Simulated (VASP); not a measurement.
# CoGe3Pd (P4/mmm) in VASP: notebook

CoGe3Pd is run at these levels: PBE; tasks: single point.

Everything below comes from runs of VASP 6.6.1. Logs are shortened: lines on timing, memory, paths and dates and some standing lists are left out, and cuts for length are marked.

## 1. The cell of the first run

It takes space group P4/mmm (No. 123, tetragonal). Conventional cell: a = 4.656 Å, b = 4.656 Å, c = 4.228 Å, α = 90.00°, β = 90.00°, γ = 90.00°. Within 2.8 Å of Co (site symmetry 4/mmm) lie 2 Pd at 2.11 Å. Ge (site symmetry mmm) has 2 Pd at 2.33 Å and 4 Co at 3.14 Å and 8 Ge at 3.14 to 3.29 Å within 3.3 Å. Ge (site symmetry 4/mmm) has 10 Ge at 3.14 to 4.23 Å and 4 Co at 3.29 Å and 8 Pd at 3.91 Å within 4.3 Å. Pd (site symmetry 4/mmm) has 2 Co at 2.11 Å and 4 Ge at 2.33 Å within 2.8 Å.

The cell was built from a structure type or drawn by symmetry, and may not be a known phase.

## 2. Single point, PBE, collinear spin, ferromagnetic start

File INCAR:

```
PREC     = Accurate       # precision mode
ENCUT    = 520            # plane-wave cutoff, eV
EDIFF    = 1E-6           # SCF threshold, eV
ISMEAR   = 0              # smearing method
SIGMA    = 0.1            # smearing width, eV
LREAL    = F              # projectors in reciprocal space
LASPH    = T              # aspherical terms in the spheres
NELM     = 150            # most SCF steps
ALGO     = Normal         # electronic algorithm
ISIF     = 2              # what is computed and relaxed
LWAVE    = F              # write WAVECAR
LCHARG   = F              # write CHGCAR
ISPIN    = 2              # spin polarisation
MAGMOM   = 3 0 0 0 0      # initial moments
LORBIT   = 11             # projections on sites
LMAXMIX  = 4              # l up to which the mixer works
GGA      = PE             # functional
NBANDS   = 42             # bands
```

File KPOINTS:

```
regular mesh
0
Gamma
  4 4 4
```

File POSCAR:

```
CoGe3Pd
1.0
    4.6562461500      0.0000000000      0.0000000000
    0.0000000000      4.6562461500      0.0000000000
    0.0000000000      0.0000000000      4.2275761300
Co Ge Pd
1 3 1
Direct
    0.0000000000      0.0000000000      0.5000000000
    0.0000000000      0.5000000000      0.0000000000
    0.5000000000      0.0000000000      0.0000000000
    0.5000000000      0.5000000000      0.5000000000
    0.0000000000      0.0000000000      0.0000000000
```

Potentials or basis: VASP PAW PBE potentials, release 64 (Co, Ge_d, Pd).

Launch:

```bash
$ cat potpaw_PBE.64/Co/POTCAR potpaw_PBE.64/Ge_d/POTCAR potpaw_PBE.64/Pd/POTCAR > POTCAR
$ mpirun -np 1 vasp_std > vasp.out
```

OUTCAR:

```text
PREC = Accurate
   ENCUT = 520
   EDIFF = 1E-6
   ISMEAR = 0
   LREAL = F
   LASPH = T
   NELM = 150
   ISIF = 2
   ISPIN = 2
   LORBIT = 11
   GGA = PE

 ion  position               nearest neighbor table
   1  0.000  0.000  0.500-   5 2.11   5 2.11
   2  0.000  0.500  0.000-   5 2.33   5 2.33
   3  0.500  0.000  0.000-   5 2.33   5 2.33
   4  0.500  0.500  0.500-
   5  0.000  0.000  0.000-   1 2.11   1 2.11   3 2.33   2 2.33   2 2.33   3 2.33

  LATTYP: Found a simple tetragonal cell.
 ALAT       =     4.6562461500
 C/A-ratio  =     0.9079365639

  Lattice vectors:

 A1 = (   4.6562461500,   0.0000000000,   0.0000000000)
 A2 = (   0.0000000000,   4.6562461500,   0.0000000000)
 A3 = (   0.0000000000,   0.0000000000,   4.2275761300)

Analysis of symmetry for initial positions (statically):
=====================================================================
 Subroutine PRICEL returns:
 Original cell was already a primitive cell.

 Routine SETGRP: Setting up the symmetry group for a
 simple tetragonal supercell.

 Subroutine GETGRP returns: Found 16 space group operations
 (whereof 16 operations were pure point group operations)
 out of a pool of 16 trial point group operations.

The static configuration has the point symmetry D_4h.

Analysis of symmetry for dynamics (positions and initial velocities):
=====================================================================
 Subroutine PRICEL returns:
 Original cell was already a primitive cell.

 Routine SETGRP: Setting up the symmetry group for a
 simple tetragonal supercell.

 Subroutine GETGRP returns: Found 16 space group operations
 (whereof 16 operations were pure point group operations)
 out of a pool of 16 trial point group operations.

The dynamic configuration has the point symmetry D_4h.

Analysis of structural, dynamic, and magnetic symmetry:
=====================================================================
 Subroutine PRICEL returns:
 Original cell was already a primitive cell.

 Routine SETGRP: Setting up the symmetry group for a
 simple tetragonal supercell.

 Subroutine GETGRP returns: Found 16 space group operations
 (whereof 16 operations were pure point group operations)
 out of a pool of 16 trial point group operations.

The overall configuration has the point symmetry D_4h.

 Subroutine INISYM returns: Found 16 space group operations
 (whereof 16 operations are pure point group operations),
[... 122 lines left out ...]
   AEXX    =    0.0000 exact exchange contribution
   IVDW    =     0    specifies the selected vdW correction
   LEPSILON=     F    determine dielectric tensor
   LRPA    =     F    only Hartree local field effects (RPA)
 spin polarized calculation
 Gauss-broadening in eV      SIGMA  =   0.10
  energy-cutoff  :      520.00
  volume of cell :       91.66
 maximum number of plane-waves:      2504
 NGX is ok and might be reduce to    36
   NGX = 17   NGY = 17   NGZ = 15

 number of electron      61.0000052 magnetization       1.9730750

 Free energy of the ion-electron system (eV)
  ---------------------------------------------------
  ext. energy  EPLUGINS =         0.00000000
  ---------------------------------------------------
  free energy    TOTEN  =       -21.11645122 eV

  energy without entropy =      -21.09684063  energy(sigma->0) =      -21.10664592

 E-fermi :   6.9362     XC(G=0): -11.2083

 val. band max:        6.9295242408   @ k =   0.2500   0.2500   0.0000
 cond. band min:       6.9609721917   @ k =   0.5000   0.2500   0.0000
 fundamental gap:      0.0314479509
 Fermi energy:         6.9362235827

 spin component 1

 k-point     1 :       0.0000    0.0000    0.0000
  band No.  band energies     occupation
      1     -18.1369      1.00000
      2     -18.1241      1.00000
      3     -18.1144      1.00000
      4     -18.1144      1.00000
      5     -18.1142      1.00000
      6     -18.1023      1.00000
[... 799 lines left out ...]
     41      17.2953      0.00000
     42      17.2953      0.00000
 Fermi energy:         6.9362235827

 spin component 2

 k-point     1 :       0.0000    0.0000    0.0000
  band No.  band energies     occupation
      1     -18.1291      1.00000
      2     -18.1172      1.00000
      3     -18.1091      1.00000
      4     -18.1091      1.00000
      5     -18.1068      1.00000
      6     -18.1009      1.00000
[... 799 lines left out ...]
     41      17.4929      0.00000
     42      17.5363      0.00000

------------------------ aborting loop because EDIFF is reached ----------------------------------------

  FORCE on cell =-STRESS in cart. coord.  units (eV):
  Direction    XX          YY          ZZ          XY          YZ          ZX
  --------------------------------------------------------------------------------------
  -------------------------------------------------------------------------------------
  Total        4.2015298      4.2015298     20.0482317      0.0000000     -0.0000000      0.0000000
  in kB       73.4437303     73.4437303    350.4478139      0.0000000     -0.0000000      0.0000000
  external PRESSURE =     165.7784248 kB  Pullay stress =       0.0000000 kB

 VOLUME and BASIS-vectors are now :
 -----------------------------------------------------------------------------
  energy-cutoff  :      520.00
  volume of cell :       91.66
      direct lattice vectors                 reciprocal lattice vectors
     4.656246150  0.000000000  0.000000000     0.214765278  0.000000000  0.000000000
     0.000000000  4.656246150  0.000000000     0.000000000  0.214765278  0.000000000
     0.000000000  0.000000000  4.227576130     0.000000000  0.000000000  0.236542163

 POSITION                                       TOTAL-FORCE (eV/Angst)
 -----------------------------------------------------------------------------------
      0.00000      0.00000      2.11379         0.000000      0.000000      0.000000
      0.00000      2.32812      0.00000         0.000000      0.000000      0.000000
      2.32812      0.00000      0.00000         0.000000      0.000000      0.000000
      2.32812      2.32812      2.11379         0.000000      0.000000      0.000000
      0.00000      0.00000      0.00000         0.000000      0.000000      0.000000
 -----------------------------------------------------------------------------------
    total drift:                                0.000000      0.000000     -0.000000

  FREE ENERGIE OF THE ION-ELECTRON SYSTEM (eV)
  ---------------------------------------------------
  free  energy   TOTEN  =       -21.1164512156 eV

  energy  without entropy=      -21.0968406260  energy(sigma->0) =      -21.10664592

 total charge

# of ion       s       p       d       tot
------------------------------------------
    1        0.444   0.351   7.407   8.202
    2        1.235   0.995  10.048  12.278
    3        1.235   0.995  10.048  12.278
    4        1.271   0.818   9.989  12.078
    5        0.696   0.888   8.794  10.378
--------------------------------------------------
tot          4.882   4.048  46.286  55.215

 magnetization (x)

# of ion       s       p       d       tot
------------------------------------------
    1        0.008   0.012   1.737   1.758
    2        0.003   0.020  -0.002   0.020
    3        0.003   0.020  -0.002   0.020
    4        0.004  -0.018  -0.000  -0.014
    5       -0.004  -0.009   0.178   0.165
--------------------------------------------------
tot          0.013   0.025   1.912   1.950
```

stdout:

```text
POSCAR found type information on POSCAR CoGePd
 POSCAR found :  3 types and       5 ions
 scaLAPACK will be used
 LDA part: xc-table for (Slater+PW92), standard interpolation
 POSCAR, INCAR and KPOINTS ok, starting setup
 FFT: planning ... GRIDC
 FFT: planning ... GRID_SOFT
 FFT: planning ... GRID
 WAVECAR not read
 entering main loop
```

It took 1.8 min on 1 thread of Intel Xeon Platinum 8375C at 2.90GHz (Ice Lake), shared host; peak memory 0.29 GiB.

What came out:

```yaml
Free_energy: -21.1165 eV
Pressure: 16.6 GPa
Net_moment: 1.97 μB per cell
Site_moments: Co +1.76; Ge +0.02, -0.01 (each value once); Pd +0.17 μB
Valence_electrons_inside_the_program's_atomic_spheres: Co 8.20; Ge 12.28, 12.08 (each value once); Pd 10.38
```

Stress tensor (GPa, compression positive):
```
 7.34  0.00  0.00
 0.00  7.34  0.00
 0.00  0.00 35.04
```

Caveat: the k points lie up to 0.37 Å⁻¹ apart.

## 3. Single point, PBE, collinear spin, ferromagnetic start

This run uses another cell than the first one, of 21.30 Å³/atom.

File INCAR:

```
ALGO = Normal
EDIFF = 1E-6
ENCUT = 520
GGA = PE
ISIF = 2
ISMEAR = 0
ISPIN = 2
LASPH = T
LCHARG = T
LELF = T
LMAXMIX = 4
LORBIT = 11
LREAL = F
LVHAR = T
LWAVE = F
MAGMOM = 3 0 0 0 0
NBANDS = 42
NELM = 150
PREC = Accurate
SIGMA = 0.1
```

File KPOINTS:

```
k-points
0
Gamma
  4 4 4
```

Changes to POSCAR since step 2:

```diff
@@ -2,5 +2,5 @@
 1.0
-    4.6562461500      0.0000000000      0.0000000000
-    0.0000000000      4.6562461500      0.0000000000
-    0.0000000000      0.0000000000      4.2275761300
+    4.6961454902      0.0000000000      0.0000000000
+    0.0000000000      4.6961454902      0.0000000000
+    0.0000000000      0.0000000000      4.8282783967
 Co Ge Pd
```

Potentials or basis: VASP PAW PBE potentials, release 64 (Co, Ge_d, Pd).

Launch:

```bash
$ cat potpaw_PBE.64/Co/POTCAR potpaw_PBE.64/Ge_d/POTCAR potpaw_PBE.64/Pd/POTCAR > POTCAR
$ mpirun -np 1 vasp_std > vasp.out
```

OUTCAR:

```text
EDIFF = 1E-6
   ENCUT = 520
   GGA = PE
   ISIF = 2
   ISMEAR = 0
   ISPIN = 2
   LASPH = T
   LORBIT = 11
   LREAL = F
   NELM = 150
   PREC = Accurate

 ion  position               nearest neighbor table
   1  0.000  0.000  0.500-   5 2.41   5 2.41
   2  0.000  0.500  0.000-   5 2.35   5 2.35
   3  0.500  0.000  0.000-   5 2.35   5 2.35
   4  0.500  0.500  0.500-
   5  0.000  0.000  0.000-   2 2.35   3 2.35   2 2.35   3 2.35   1 2.41   1 2.41

  LATTYP: Found a simple tetragonal cell.
 ALAT       =     4.6961454902
 C/A-ratio  =     1.0281364593

  Lattice vectors:

 A1 = (   4.6961454902,   0.0000000000,   0.0000000000)
 A2 = (   0.0000000000,   4.6961454902,   0.0000000000)
 A3 = (   0.0000000000,   0.0000000000,   4.8282783967)

Analysis of symmetry for initial positions (statically):
=====================================================================
 Subroutine PRICEL returns:
 Original cell was already a primitive cell.

 Routine SETGRP: Setting up the symmetry group for a
 simple tetragonal supercell.

 Subroutine GETGRP returns: Found 16 space group operations
 (whereof 16 operations were pure point group operations)
 out of a pool of 16 trial point group operations.

The static configuration has the point symmetry D_4h.

Analysis of symmetry for dynamics (positions and initial velocities):
=====================================================================
 Subroutine PRICEL returns:
 Original cell was already a primitive cell.

 Routine SETGRP: Setting up the symmetry group for a
 simple tetragonal supercell.

 Subroutine GETGRP returns: Found 16 space group operations
 (whereof 16 operations were pure point group operations)
 out of a pool of 16 trial point group operations.

The dynamic configuration has the point symmetry D_4h.

Analysis of structural, dynamic, and magnetic symmetry:
=====================================================================
 Subroutine PRICEL returns:
 Original cell was already a primitive cell.

 Routine SETGRP: Setting up the symmetry group for a
 simple tetragonal supercell.

 Subroutine GETGRP returns: Found 16 space group operations
 (whereof 16 operations were pure point group operations)
 out of a pool of 16 trial point group operations.

The overall configuration has the point symmetry D_4h.

 Subroutine INISYM returns: Found 16 space group operations
 (whereof 16 operations are pure point group operations),
 and found     1 'primitive' translations

----------------------------------------------------------------------------------------

                                     Primitive cell

  volume of cell :     106.4818

  direct lattice vectors                    reciprocal lattice vectors
     4.696145490  0.000000000  0.000000000     0.212940592  0.000000000  0.000000000
     0.000000000  4.696145490  0.000000000     0.000000000  0.212940592  0.000000000
     0.000000000  0.000000000  4.828278397     0.000000000  0.000000000  0.207113161

  length of vectors
     4.696145490  4.696145490  4.828278397     0.212940592  0.212940592  0.207113161

[... 77 lines left out ...]
   ENCUT  =  520.0 eV  38.22 Ry    6.18 a.u.   8.73  8.73  8.98*2*pi/ulx,y,z
   NELM   =    150;   NELMIN=  2; NELMDL= -5     # of ELM steps
   EDIFF  = 0.1E-05   stopping-criterion for ELM
   LREAL  =      F    real-space projection
   EDIFFG = 0.1E-04   stopping-criterion for IOM
   NSW    =      0    number of steps for IOM
   IBRION =     -1    ionic relax: 0-MD 1-quasi-New 2-CG
   NFREE  =      0    steps in history (QN), initial steepest desc. (CG)
   ISIF   =      2    stress and relaxation
   ISYM   =      2    0-nonsym 1-usesym 2-fastsym
   POTIM  = 0.5000    time-step for ionic-motion
   TEBEG  =    0.0;   TEEND  =   0.0 temperature during run
   PSTRESS=    0.0 pullay stress
   NELECT =      61.0000    total number of electrons
   NUPDOWN=      -1.0000    fix difference up-down
   EMIN   =  10.00;   EMAX   =-10.00  energy-range for DOS
   EFERMI =   0.00;   METHOD = LEGACY
   ISMEAR =     0;   SIGMA  =   0.10  broadening in eV -4-tet -1-fermi 0-gaus
   EFERMI_NEDOS =   21; number of points for ismear=-14 and -15
   IALGO  =     38    algorithm
   IMIX   =      4    mixing-type and parameters
     AMIX     =   0.40;   BMIX     =  1.00
     AMIX_MAG =   1.60;   BMIX_MAG =  1.00
  volume/ion in A,a.u.               =      21.30       143.71
  Fermi-wavevector in a.u.,A,eV,Ry     =   1.359647  2.569361 25.152290  1.848641
  Thomas-Fermi vector in A             =   2.486377
   LORBIT       =     11    0 simple, 1 ext, 2 COOP (PROOUT), +10 PAW based schemes
   GGA     = PE    functional components
   LHFCALC =     F    Hartree Fock is set to
   AEXX    =    0.0000 exact exchange contribution
   IVDW    =     0    specifies the selected vdW correction
   LEPSILON=     F    determine dielectric tensor
   LRPA    =     F    only Hartree local field effects (RPA)
 spin polarized calculation
 Gauss-broadening in eV      SIGMA  =   0.10
  energy-cutoff  :      520.00
  volume of cell :      106.48
 maximum number of plane-waves:      2888
 NGX is ok and might be reduce to    36
   NGX = 17   NGY = 17   NGZ = 17

 number of electron      61.0000045 magnetization       2.0076197

 Free energy of the ion-electron system (eV)
  ---------------------------------------------------
  ext. energy  EPLUGINS =         0.00000000
  ---------------------------------------------------
  free energy    TOTEN  =       -22.31802656 eV

  energy without entropy =      -22.29370800  energy(sigma->0) =      -22.30586728

 E-fermi :   5.3496     XC(G=0): -10.4627

 val. band max:        5.3323830201   @ k =   0.5000   0.2500   0.0000
 cond. band min:       5.3613144515   @ k =   0.2500   0.2500   0.0000
 fundamental gap:      0.0289314313
 Fermi energy:         5.3496005171

 spin component 1

 k-point     1 :       0.0000    0.0000    0.0000
  band No.  band energies     occupation
      1     -19.6497      1.00000
      2     -19.6397      1.00000
      3     -19.6397      1.00000
      4     -19.6324      1.00000
      5     -19.6055      1.00000
      6     -19.6004      1.00000
[... 799 lines left out ...]
     41      14.3522      0.00000
     42      14.6576      0.00000
 Fermi energy:         5.3496005171

 spin component 2

 k-point     1 :       0.0000    0.0000    0.0000
  band No.  band energies     occupation
      1     -19.6459      1.00000
      2     -19.6372      1.00000
      3     -19.6372      1.00000
      4     -19.6286      1.00000
      5     -19.6008      1.00000
      6     -19.5981      1.00000
[... 799 lines left out ...]
     41      14.3746      0.00000
     42      14.8611      0.00000

------------------------ aborting loop because EDIFF is reached ----------------------------------------

  FORCE on cell =-STRESS in cart. coord.  units (eV):
  Direction    XX          YY          ZZ          XY          YZ          ZX
  --------------------------------------------------------------------------------------
  -------------------------------------------------------------------------------------
  Total        0.0335372      0.0335372      0.0493890      0.0000000      0.0000000      0.0000000
  in kB        0.5046170      0.5046170      0.7431311      0.0000000      0.0000000      0.0000000
  external PRESSURE =       0.5841217 kB  Pullay stress =       0.0000000 kB

 VOLUME and BASIS-vectors are now :
 -----------------------------------------------------------------------------
  energy-cutoff  :      520.00
  volume of cell :      106.48
      direct lattice vectors                 reciprocal lattice vectors
     4.696145490  0.000000000  0.000000000     0.212940592  0.000000000  0.000000000
     0.000000000  4.696145490  0.000000000     0.000000000  0.212940592  0.000000000
     0.000000000  0.000000000  4.828278397     0.000000000  0.000000000  0.207113161

 POSITION                                       TOTAL-FORCE (eV/Angst)
 -----------------------------------------------------------------------------------
      0.00000      0.00000      2.41414         0.000000      0.000000      0.000000
      0.00000      2.34807      0.00000         0.000000      0.000000      0.000000
      2.34807      0.00000      0.00000         0.000000      0.000000      0.000000
      2.34807      2.34807      2.41414         0.000000      0.000000      0.000000
      0.00000      0.00000      0.00000         0.000000      0.000000      0.000000
 -----------------------------------------------------------------------------------
    total drift:                                0.000000      0.000000     -0.000000

  FREE ENERGIE OF THE ION-ELECTRON SYSTEM (eV)
  ---------------------------------------------------
  free  energy   TOTEN  =       -22.3180265579 eV

  energy  without entropy=      -22.2937080026  energy(sigma->0) =      -22.30586728

 total charge

# of ion       s       p       d       tot
------------------------------------------
    1        0.365   0.223   7.216   7.804
    2        1.237   0.948  10.033  12.219
    3        1.237   0.948  10.033  12.219
    4        1.287   0.744   9.977  12.008
    5        0.613   0.778   8.639  10.031
--------------------------------------------------
tot          4.740   3.642  45.898  54.280

 magnetization (x)

# of ion       s       p       d       tot
------------------------------------------
    1        0.020   0.013   1.919   1.952
    2        0.001   0.014  -0.000   0.014
    3        0.001   0.014  -0.000   0.014
    4        0.004  -0.050  -0.001  -0.046
    5       -0.002   0.003   0.085   0.086
--------------------------------------------------
tot          0.024  -0.007   2.003   2.020
```

It took 1.9 min on 1 thread of Intel Xeon Platinum 8375C at 2.90GHz (Ice Lake), shared host; peak memory 0.31 GiB.

Results:

```yaml
Free_energy: -22.3180 eV
Pressure: 0.1 GPa
Net_moment: 2.01 μB per cell
Site_moments: Co +1.95; Ge +0.01, -0.05 (each value once); Pd +0.09 μB
Valence_electrons_inside_the_program's_atomic_spheres: Co 7.80; Ge 12.22, 12.01 (each value once); Pd 10.03
```

(Part 1 of 2 ends here.)
